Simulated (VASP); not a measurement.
Set up this calculation in VASP 6.6.1, as the native input.

- Task: single point
- Functional: PBE
- Potentials or basis: VASP PAW PBE potentials, release 64 (Ca_sv)
- Cutoff: 520 eV
- k mesh: 14 × 14 × 14
- Occupations: gaussian, width 0.1 eV
- Spin: no spin polarisation
- Dipole correction: no
- Further INCAR settings: ALGO = Normal; EDIFF = 1e-06; NBANDS = 11

The structure of Ca lies in POSCAR:

```
Ca
1.0
   -2.2400000000      2.2400000000      2.2400000000
    2.2400000000     -2.2400000000      2.2400000000
    2.2400000000      2.2400000000     -2.2400000000
Ca
1
Direct
    0.0000000000      0.0000000000      0.0000000000
```

One way to write it, as run:

INCAR

```
SYSTEM = Ca
PREC = Accurate
ENCUT = 520
EDIFF = 1E-6
ISMEAR = 0
SIGMA = 0.1
LREAL = .FALSE.
LASPH = .TRUE.
NELM = 60
ALGO = Normal
ISIF = 2
LWAVE = .FALSE.
LCHARG = .FALSE.
GGA = PE
NBANDS = 11
```

KPOINTS

```
regular mesh
0
G
  14 14 14
  0 0 0
```

Potentials or basis: VASP PAW PBE potentials, release 64 (Ca_sv).

Launch:

```console
$ cat potpaw_PBE.64/Ca_sv/POTCAR > POTCAR
$ mpirun -np 1 vasp_std > vasp.out
```

It gave:

The pressure is -1.0 GPa and the band gap on the k mesh is zero (band 5 reaches 1.99 eV, above the bottom of band 6 at 1.69 eV).

It took 31 s on 1 thread of Intel(R) Xeon(R) Platinum 8488C (Sapphire Rapids), on a shared host, peak memory 0.19 GiB.
